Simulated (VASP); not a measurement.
Input of a VASP 6.6.1 run:

The input INCAR:

```
SYSTEM = Pb
  PREC = Accurate
  ENCUT = 600
  EDIFF = 1E-6
  ISMEAR = 0
  SIGMA = 0.1
  LREAL = .FALSE.
  LASPH = .TRUE.
  NELM = 100
  ALGO = Fast
  ISIF = 3
  LWAVE = .FALSE.
  LCHARG = .FALSE.
  GGA = PS
  IBRION = 2
  NSW = 80
  EDIFFG = -0.01
```

Contents of KPOINTS:

```
Automatic mesh
0
G
  12 12 8
  0 0 0
```

File POSCAR:

```
Pb
1.0
    3.4629392682      0.0000000000      0.0000000000
   -1.7314696341      2.9989933780      0.0000000000
    0.0000000000      0.0000000000      5.6990796430
Pb
2
Direct
    0.3333333333      0.6666666667      0.2500000000
    0.6666666667      0.3333333333      0.7500000000
```

Potentials or basis: VASP PAW PBE potentials, release 64 (Pb_d).

The run is started by

```console
$ cat potpaw_PBE.64/Pb_d/POTCAR > POTCAR
$ mpirun -np 1 vasp_std > vasp.out
```

Problem. Estimate the relaxed volume.

Solution. 29.93 Å³/atom.

Problem. Estimate the relaxed cell.

Solution. a = 3.458 Å, b = 3.458 Å, c = 5.782 Å, α = 90.00°, β = 90.00°, γ = 120.00°.

The path:
```csv
step,energy change (eV),largest force (eV/Å),pressure (GPa),volume (Å³)
1,0.0000,0.0000,0.57,59.19
2,-0.0019,0.0000,-0.26,60.10
3,-0.0019,0.0000,-0.12,59.97
4,-0.0019,0.0000,-0.18,60.00
5,-0.0026,0.0000,-0.10,59.92
6,-0.0027,0.0000,-0.09,59.89
7,-0.0027,0.0000,-0.04,59.84
8,-0.0027,0.0000,-0.03,59.86
9,-0.0027,0.0000,-0.04,59.87
```

Caveat: the PAW data sets were made with another functional, which shifts forces and pressure a little. Zero-point motion and thermal expansion aren't in these numbers.
